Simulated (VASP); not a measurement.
# InSb3 (Fm-3m) in VASP: further runs

InSb3 is run at these levels: PBEsol; tasks: single point.

All numbers are computed with VASP 6.6.1; they aren't measurements. Logs are shortened: lines on timing, memory, paths and dates and some standing lists are left out, and cuts for length are marked.

## Step 1: The cell of the first run

The structure is cubic, space group Fm-3m (No. 225). Conventional cell: a = 7.589 Å, b = 7.589 Å, c = 7.589 Å, α = 90.00°, β = 90.00°, γ = 90.00°. Within 4.3 Å of Sb (site symmetry m-3m) lie 8 Sb at 3.29 Å and 6 In at 3.79 Å. Within 4.3 Å of Sb (site symmetry -43m) lie 4 In at 3.29 Å and 10 Sb at 3.29 to 3.79 Å. In (site symmetry m-3m) has 14 Sb at 3.29 to 3.79 Å within 4.3 Å.

## Step 2: Single point, PBEsol

Contents of INCAR:

```
PREC = Accurate
ENCUT = 520
EDIFF = 1E-6
ISMEAR = -1
SIGMA = 0.05
LREAL = F
LASPH = T
NELM = 100
ALGO = Normal
ISIF = 2
LWAVE = F
LCHARG = T
GGA = PS
LELF = T
LVHAR = T
NBANDS = 22
```

Contents of KPOINTS:

```
Automatic mesh
0
Gamma
  6 6 6
```

Contents of POSCAR:

```
InSb3
1.0
    0.0000000000      3.7945550000      3.7945550000
    3.7945550000      0.0000000000      3.7945550000
    3.7945550000      3.7945550000      0.0000000000
Sb In
3 1
Direct
    0.5000000000      0.5000000000      0.5000000000
    0.7500000000      0.7500000000      0.7500000000
    0.2500000000      0.2500000000      0.2500000000
    0.0000000000      0.0000000000      0.0000000000
```

Potentials or basis: VASP PAW PBE potentials, release 64 (Sb, In_d).

Run with:

```bash
$ cat potpaw_PBE.64/Sb/POTCAR potpaw_PBE.64/In_d/POTCAR > POTCAR
$ mpirun -np 1 vasp_std > vasp.out
```

OUTCAR:

```text
PREC = Accurate
   ENCUT = 520
   EDIFF = 1E-6
   ISMEAR = -1
   LREAL = F
   LASPH = T
   NELM = 100
   ISIF = 2
   GGA = PS

 ion  position               nearest neighbor table
   1  0.500  0.500  0.500-   2 3.29   3 3.29   3 3.29   3 3.29   3 3.29   2 3.29   2 3.29   2 3.29
                             4 3.79   4 3.79   4 3.79   4 3.79   4 3.79   4 3.79
   2  0.750  0.750  0.750-   1 3.29   4 3.29   1 3.29   1 3.29   1 3.29   4 3.29   4 3.29   4 3.29

   3  0.250  0.250  0.250-   1 3.29   4 3.29   4 3.29   4 3.29   4 3.29   1 3.29   1 3.29   1 3.29

   4  0.000  0.000  0.000-   2 3.29   3 3.29   2 3.29   2 3.29   2 3.29   3 3.29   3 3.29   3 3.29
                             1 3.79   1 3.79   1 3.79   1 3.79   1 3.79   1 3.79

  LATTYP: Found a face centered cubic cell.
 ALAT       =     7.5891100000

  Lattice vectors:

 A1 = (   0.0000000000,   3.7945550000,   3.7945550000)
 A2 = (   3.7945550000,   0.0000000000,   3.7945550000)
 A3 = (   3.7945550000,   3.7945550000,   0.0000000000)

Analysis of symmetry for initial positions (statically):
=====================================================================
 Subroutine PRICEL returns:
 Original cell was already a primitive cell.

 Routine SETGRP: Setting up the symmetry group for a
 face centered cubic supercell.

 Subroutine GETGRP returns: Found 48 space group operations
 (whereof 48 operations were pure point group operations)
 out of a pool of 48 trial point group operations.

The static configuration has the point symmetry O_h .

Analysis of symmetry for dynamics (positions and initial velocities):
=====================================================================
 Subroutine PRICEL returns:
 Original cell was already a primitive cell.

 Routine SETGRP: Setting up the symmetry group for a
 face centered cubic supercell.

 Subroutine GETGRP returns: Found 48 space group operations
 (whereof 48 operations were pure point group operations)
 out of a pool of 48 trial point group operations.

The dynamic configuration has the point symmetry O_h .

 Subroutine INISYM returns: Found 48 space group operations
 (whereof 48 operations are pure point group operations),
 and found     1 'primitive' translations

----------------------------------------------------------------------------------------

                                     Primitive cell

  volume of cell :     109.2729

  direct lattice vectors                    reciprocal lattice vectors
     0.000000000  3.794555000  3.794555000    -0.131767757  0.131767757  0.131767757
     3.794555000  0.000000000  3.794555000     0.131767757 -0.131767757  0.131767757
     3.794555000  3.794555000  0.000000000     0.131767757  0.131767757 -0.131767757

  length of vectors
     5.366311144  5.366311144  5.366311144     0.228228449  0.228228449  0.228228449

  position of ions in fractional coordinates (direct lattice)
     0.500000000  0.500000000  0.500000000
     0.750000000  0.750000000  0.750000000
     0.250000000  0.250000000  0.250000000
     0.000000000  0.000000000  0.000000000

  ion indices of the primitive-cell ions
   primitive index   ion index
                 1           1
                 2           2
                 3           3
                 4           4

----------------------------------------------------------------------------------------

 KPOINTS: Automatic mesh

Automatic generation of k-mesh.
 Grid dimensions read from file:
 generate k-points for:    6    6    6

 Generating k-lattice:

  Cartesian coordinates                     Fractional coordinates (reciprocal lattice)
    -0.021961293  0.021961293  0.021961293     0.166666667  0.000000000  0.000000000
     0.021961293 -0.021961293  0.021961293     0.000000000  0.166666667  0.000000000
     0.021961293  0.021961293 -0.021961293     0.000000000  0.000000000  0.166666667

  Length of vectors
     0.038038075  0.038038075  0.038038075

  Shift w.r.t. Gamma in fractional coordinates (k-lattice)
     0.000000000  0.000000000  0.000000000

 Subroutine IBZKPT returns following result:
 ===========================================

 Found     16 irreducible k-points:

 Following reciprocal coordinates:
            Coordinates               Weight
  0.000000  0.000000  0.000000      1.000000
  0.166667  0.000000  0.000000      8.000000
  0.333333  0.000000  0.000000      8.000000
  0.500000  0.000000  0.000000      4.000000
  0.166667  0.166667  0.000000      6.000000
  0.333333  0.166667  0.000000     24.000000
[... 8 lines left out ...]
 -0.333333  0.333333  0.166667     24.000000
 -0.333333  0.500000  0.166667     12.000000
   k-points           NKPTS =     16   k-points in BZ     NKDIM =     16   number of bands    NBANDS=     22
   number of dos      NEDOS =    301   number of ions     NIONS =      4
   total plane-waves  NPLWV =  64000
   dimension x,y,z NGX =    40 NGY =   40 NGZ =   40
   dimension x,y,z NGXF=    80 NGYF=   80 NGZF=   80
   ions per type =               3   1
   NGX,Y,Z   is equivalent  to a cutoff of  12.39, 12.39, 12.39 a.u.
   NGXF,Y,Z  is equivalent  to a cutoff of  24.78, 24.78, 24.78 a.u.
 SYSTEM =  unknown system
   PREC   = accura    normal or accurate (medium, high low for compatibility)
   ISTART =      0    job   : 0-new  1-cont  2-samecut
   ICHARG =      2    charge: 1-file 2-atom 10-const
   ISPIN  =      1    spin polarized calculation?
   LNONCOLLINEAR =      F non collinear calculations
   LSORBIT =      F    spin-orbit coupling
   LASPH  =      T    aspherical Exc in radial PAW
   ENCUT  =  520.0 eV  38.22 Ry    6.18 a.u.   9.98  9.98  9.98*2*pi/ulx,y,z
   NELM   =    100;   NELMIN=  2; NELMDL= -5     # of ELM steps
   EDIFF  = 0.1E-05   stopping-criterion for ELM
   LREAL  =      F    real-space projection
   EDIFFG = 0.1E-04   stopping-criterion for IOM
   NSW    =      0    number of steps for IOM
   IBRION =     -1    ionic relax: 0-MD 1-quasi-New 2-CG
   NFREE  =      0    steps in history (QN), initial steepest desc. (CG)
   ISIF   =      2    stress and relaxation
   ISYM   =      2    0-nonsym 1-usesym 2-fastsym
   POTIM  = 0.5000    time-step for ionic-motion
   TEBEG  =    0.0;   TEEND  =   0.0 temperature during run
   PSTRESS=    0.0 pullay stress
   NELECT =      28.0000    total number of electrons
   NUPDOWN=      -1.0000    fix difference up-down
   EMIN   =  10.00;   EMAX   =-10.00  energy-range for DOS
   EFERMI =   0.00;   METHOD = LEGACY
   ISMEAR =    -1;   SIGMA  =   0.05  broadening in eV -4-tet -1-fermi 0-gaus
   EFERMI_NEDOS =   21; number of points for ismear=-14 and -15
   IALGO  =     38    algorithm
   IMIX   =      4    mixing-type and parameters
     AMIX     =   0.40;   BMIX     =  1.00
     AMIX_MAG =   1.60;   BMIX_MAG =  1.00
  volume/ion in A,a.u.               =      27.32       184.35
  Fermi-wavevector in a.u.,A,eV,Ry     =   1.039816  1.964968 14.710866  1.081218
  Thomas-Fermi vector in A             =   2.174364
   LORBIT       =      0    0 simple, 1 ext, 2 COOP (PROOUT), +10 PAW based schemes
   GGA     = PS    functional components
   LHFCALC =     F    Hartree Fock is set to
   AEXX    =    0.0000 exact exchange contribution
   IVDW    =     0    specifies the selected vdW correction
   LEPSILON=     F    determine dielectric tensor
   LRPA    =     F    only Hartree local field effects (RPA)
 non-spin polarized calculation
  energy-cutoff  :      520.00
  volume of cell :      109.27
 maximum number of plane-waves:      2956
   NGX = 19   NGY = 19   NGZ = 19

 number of electron      27.9999991 magnetization

 Free energy of the ion-electron system (eV)
  ---------------------------------------------------
  ext. energy  EPLUGINS =         0.00000000
  ---------------------------------------------------
  free energy    TOTEN  =       -16.04259845 eV

  energy without entropy =      -16.01115554  energy(sigma->0) =      -16.02687699

 E-fermi :   7.9394     XC(G=0): -10.2528

 val. band max:        7.8272835133   @ k =   0.5000   0.3333   0.0000
 cond. band min:       7.9810807977   @ k =   0.3333   0.1667   0.0000
 fundamental gap:      0.1537972844
 Fermi energy:         7.9394224780

 k-point     1 :       0.0000    0.0000    0.0000
  band No.  band energies     occupation
      1      -6.6670      2.00000
      2      -6.6670      2.00000
      3      -6.6670      2.00000
      4      -6.6362      2.00000
      5      -6.6362      2.00000
      6      -4.4142      2.00000
[... 14 lines left out ...]
     21      14.5133      0.00000
     22      14.5133      0.00000

 k-point     2 :       0.1667    0.0000    0.0000
  band No.  band energies     occupation
      1      -6.6706      2.00000
      2      -6.6655      2.00000
      3      -6.6655      2.00000
      4      -6.6366      2.00000
      5      -6.6366      2.00000
      6      -4.2092      2.00000
[... 14 lines left out ...]
     21      12.9154      0.00000
     22      14.0147      0.00000

 k-point     3 :       0.3333    0.0000    0.0000
  band No.  band energies     occupation
      1      -6.6784      2.00000
      2      -6.6628      2.00000
      3      -6.6628      2.00000
      4      -6.6372      2.00000
      5      -6.6372      2.00000
      6      -3.6130      2.00000
[... 14 lines left out ...]
     21      12.3426      0.00000
     22      14.0081      0.00000
[... 276 lines left out ...]
 k-point    15 :      -0.3333    0.3333    0.1667
  band No.  band energies     occupation
      1      -6.6759      2.00000
      2      -6.6709      2.00000
      3      -6.6568      2.00000
      4      -6.6434      2.00000
      5      -6.6367      2.00000
      6      -2.4113      2.00000
[... 14 lines left out ...]
     21      12.7985      0.00000
     22      15.4341      0.00000

 k-point    16 :      -0.3333    0.5000    0.1667
  band No.  band energies     occupation
      1      -6.6829      2.00000
      2      -6.6647      2.00000
      3      -6.6549      2.00000
      4      -6.6465      2.00000
      5      -6.6354      2.00000
      6      -1.9617      2.00000
[... 14 lines left out ...]
     21      12.1926      0.00000
     22      14.6034      0.00000

------------------------ aborting loop because EDIFF is reached ----------------------------------------

  FORCE on cell =-STRESS in cart. coord.  units (eV):
  Direction    XX          YY          ZZ          XY          YZ          ZX
  --------------------------------------------------------------------------------------
  -------------------------------------------------------------------------------------
  Total       -2.1263385     -2.1263385     -2.1263385     -0.0000000     -0.0000000      0.0000000
  in kB      -31.1767209    -31.1767209    -31.1767209     -0.0000000     -0.0000000      0.0000000
  external PRESSURE =     -31.1767209 kB  Pullay stress =       0.0000000 kB

 VOLUME and BASIS-vectors are now :
 -----------------------------------------------------------------------------
  energy-cutoff  :      520.00
  volume of cell :      109.27
      direct lattice vectors                 reciprocal lattice vectors
     0.000000000  3.794555000  3.794555000    -0.131767757  0.131767757  0.131767757
     3.794555000  0.000000000  3.794555000     0.131767757 -0.131767757  0.131767757
     3.794555000  3.794555000  0.000000000     0.131767757  0.131767757 -0.131767757

 POSITION                                       TOTAL-FORCE (eV/Angst)
 -----------------------------------------------------------------------------------
      3.79455      3.79455      3.79455         0.000000      0.000000      0.000000
      5.69183      5.69183      5.69183        -0.000000     -0.000000      0.000000
      1.89728      1.89728      1.89728        -0.000000      0.000000     -0.000000
      0.00000      0.00000      0.00000         0.000000      0.000000      0.000000
 -----------------------------------------------------------------------------------
    total drift:                               -0.000000      0.000000      0.000000

  FREE ENERGIE OF THE ION-ELECTRON SYSTEM (eV)
  ---------------------------------------------------
  free  energy   TOTEN  =       -16.0425984513 eV

  energy  without entropy=      -16.0111555361  energy(sigma->0) =      -16.02687699
```

Wall time 30 s (1 thread of Intel Xeon Platinum 8259CL at 2.50GHz (Skylake/Cascade Lake), shared host); peak memory 0.24 GiB.

Results:

```yaml
Free_energy: -16.0426 eV
Pressure: -3.1 GPa
Band_gap_on_the_k_mesh: zero (band 14 reaches 8.91 eV, above the bottom of band 15 at 5.45 eV)
```

Caveat: the PAW data sets were made with another functional, which shifts forces and pressure a little; spin-orbit coupling is left out, which moves the levels of the heavy elements.

## Step 3: Single point, PBEsol

Contents of INCAR:

```
SYSTEM = InSb3
PREC = Accurate
ENCUT = 520
EDIFF = 1E-7
ISMEAR = -1
SIGMA = 0.05
LREAL = .False.
LASPH = .True.
NELM = 60
ALGO = Normal
ISIF = 2
LWAVE = .False.
LCHARG = .False.
GGA = PS
NBANDS = 22
```

Contents of KPOINTS:

```
regular mesh
0
Gamma
  6 6 6
  0 0 0
```

POSCAR is that of step 2.

Potentials or basis: VASP PAW PBE potentials, release 64 (Sb, In_d).

Run with:

```bash
$ cat potpaw_PBE.64/Sb/POTCAR potpaw_PBE.64/In_d/POTCAR > POTCAR
$ mpirun -np 1 vasp_std > vasp.out
```

OUTCAR:

```text
SYSTEM = InSb3
   PREC = Accurate
   ENCUT = 520
   EDIFF = 1E-7
   ISMEAR = -1
   LREAL = .False.
   LASPH = .True.
   NELM = 60
   ISIF = 2
   GGA = PS

 ion  position               nearest neighbor table
   1  0.500  0.500  0.500-   2 3.29   3 3.29   3 3.29   3 3.29   3 3.29   2 3.29   2 3.29   2 3.29
                             4 3.79   4 3.79   4 3.79   4 3.79   4 3.79   4 3.79
   2  0.750  0.750  0.750-   1 3.29   4 3.29   1 3.29   1 3.29   1 3.29   4 3.29   4 3.29   4 3.29

[... 593 lines left out ...]
  --------------------------------------------------------------------------------------
  -------------------------------------------------------------------------------------
  Total       -2.1274670     -2.1274670     -2.1274670     -0.0000000      0.0000000      0.0000000
  in kB      -31.1932674    -31.1932674    -31.1932674     -0.0000000      0.0000000      0.0000000
  external PRESSURE =     -31.1932674 kB  Pullay stress =       0.0000000 kB

 VOLUME and BASIS-vectors are now :
 -----------------------------------------------------------------------------
  energy-cutoff  :      520.00
  volume of cell :      109.27
      direct lattice vectors                 reciprocal lattice vectors
     0.000000000  3.794555000  3.794555000    -0.131767757  0.131767757  0.131767757
     3.794555000  0.000000000  3.794555000     0.131767757 -0.131767757  0.131767757
     3.794555000  3.794555000  0.000000000     0.131767757  0.131767757 -0.131767757

 POSITION                                       TOTAL-FORCE (eV/Angst)
 -----------------------------------------------------------------------------------
      3.79455      3.79455      3.79455         0.000000      0.000000      0.000000
      5.69183      5.69183      5.69183        -0.000000     -0.000000     -0.000000
      1.89728      1.89728      1.89728         0.000000      0.000000      0.000000
      0.00000      0.00000      0.00000         0.000000      0.000000      0.000000
 -----------------------------------------------------------------------------------
    total drift:                               -0.000000      0.000000      0.000000

  FREE ENERGIE OF THE ION-ELECTRON SYSTEM (eV)
  ---------------------------------------------------
  free  energy   TOTEN  =       -16.0425980284 eV

  energy  without entropy=      -16.0111558360  energy(sigma->0) =      -16.02687693
```

OSZICAR:

```text
N       E                     dE             d eps       ncg     rms          rms(c)
DAV:   1     0.186997408770E+03    0.18700E+03   -0.10986E+04   704   0.119E+03
DAV:   2    -0.293727285378E+00   -0.18729E+03   -0.18152E+03   770   0.292E+02
DAV:   3    -0.155355674940E+02   -0.15242E+02   -0.14732E+02   886   0.857E+01
DAV:   4    -0.160879640974E+02   -0.55240E+00   -0.55002E+00   788   0.166E+01
DAV:   5    -0.161116621061E+02   -0.23698E-01   -0.23696E-01  1012   0.363E+00    0.348E+00
DAV:   6    -0.160551921415E+02    0.56470E-01   -0.10586E-01   918   0.396E+00    0.190E+00
DAV:   7    -0.160436392209E+02    0.11553E-01   -0.35308E-02   948   0.171E+00    0.386E-01
DAV:   8    -0.160426012232E+02    0.10380E-02   -0.26106E-03   906   0.516E-01    0.103E-01
DAV:   9    -0.160425992219E+02    0.20013E-05   -0.24431E-04   788   0.102E-01    0.358E-02
DAV:  10    -0.160425985117E+02    0.71018E-06   -0.17625E-05   914   0.364E-02    0.762E-03
DAV:  11    -0.160425984869E+02    0.24759E-07   -0.18261E-06  1024   0.113E-02    0.385E-03
DAV:  12    -0.160425980414E+02    0.44555E-06   -0.15915E-07   518   0.278E-03    0.158E-03
DAV:  13    -0.160425980284E+02    0.12950E-07   -0.28260E-08   424   0.107E-03
   1 F= -.16042598E+02 E0= -.16026877E+02  d E =-.314422E-01
```

Run time: 34 s. Hardware: 1 thread of Intel Xeon Platinum 8259CL at 2.50GHz (Skylake/Cascade Lake), shared host; peak memory 0.25 GiB.

Results:

| Item | Value |
| --- | --- |
| Free energy | -16.0426 eV |
| Pressure | -3.1 GPa |
| Band gap on the k mesh | zero (band 14 reaches 8.91 eV, above the bottom of band 15 at 5.45 eV) |

Caveat: the PAW data sets were made with another functional, which shifts forces and pressure a little; spin-orbit coupling is left out, which moves the levels of the heavy elements.

[end of part 1 of 2]
